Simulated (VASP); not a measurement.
Ge6Mo2W: single point with PBE

The system is Ge6Mo2W.

```
Ge Mo W
1.0
     0.00000    4.14451    7.09094
     2.35910    0.00000    7.09094
     2.35910    4.14451    0.00000
Ge Mo W
6 2 1
Direct
  0.49528 0.17117 0.82883
  0.82883 0.50472 0.49528
  0.16196 0.83804 0.16196
  0.17117 0.49528 0.50472
  0.50472 0.82883 0.17117
  0.83804 0.16196 0.83804
  0.83296 0.83296 0.16704
  0.16704 0.16704 0.83296
  0.50000 0.50000 0.50000
```

```yaml
Program: VASP 6.6.1
Task: single point
Functional: PBE
Potentials_or_basis: VASP PAW PBE potentials, release 64 (Ge_d, Mo_sv, W_sv)
Cutoff: 520 eV
k_mesh: 4 × 4 × 4
Occupations: gaussian, width 0.1 eV
Spin: no spin polarisation
Dipole_correction: no
Further_INCAR_settings: ALGO = Normal; EDIFF = 1e-06; NBANDS = 73
```

```yaml
Pressure: 0.1 GPa
Largest_force: 0.016 eV/Å
Band_gap_on_the_k_mesh: zero (band 63 reaches 10.57 eV, above the bottom of band 64 at 9.68 eV)
```

Forces on the atoms (eV/Å):
```
Ge   0.000 -0.012 -0.011
Ge   0.000 -0.012  0.011
Ge   0.000 -0.004  0.000
Ge   0.000  0.012 -0.011
Ge   0.000  0.012  0.011
Ge   0.000  0.004  0.000
Mo   0.000  0.000  0.013
Mo   0.000  0.000 -0.013
W    0.000  0.000  0.000
```

Stress tensor (GPa, compression positive):
```
 0.21  0.00  0.00
 0.00 -0.01  0.00
 0.00  0.00  0.22
```

Levels at points of the mesh, in eV from the Fermi level:
| k point | band 59 | band 60 | band 61 | band 62 | band 63 | band 64 | band 65 | band 66 | band 67 | band 68 |
| --- | --- | --- | --- | --- | --- | --- | --- | --- | --- | --- |
| (0.00, 0.00, 0.00) | -2.06 | -2.01 | -1.76 | -1.61 | 0.56 | 2.63 | 2.74 | 2.76 | 2.91 | 3.02 |
| (0.50, 0.00, 0.00) | -1.79 | -1.79 | -1.41 | -1.39 | 0.01 | 1.40 | 1.52 | 1.57 | 1.79 | 2.07 |
| (0.50, 0.50, 0.00) | -1.61 | -1.51 | -1.15 | -1.08 | -1.01 | 1.23 | 1.50 | 2.09 | 2.15 | 2.95 |
| (0.50, 0.00, 0.50) | -1.71 | -1.47 | -0.40 | -0.39 | -0.33 | -0.32 | 0.60 | 1.00 | 1.00 | 1.13 |
| (0.00, 0.50, 0.50) | -1.04 | -1.03 | -0.99 | -0.52 | -0.42 | 0.02 | 0.18 | 1.06 | 1.26 | 2.11 |

It took 7 min on 1 thread of AMD EPYC 7R43 64-Core Processor (Zen 3) (shared host), peak memory 0.38 GiB.

Caveat: the k points lie up to 0.40 Å⁻¹ apart; spin-orbit coupling is left out, which moves the levels of the heavy elements.
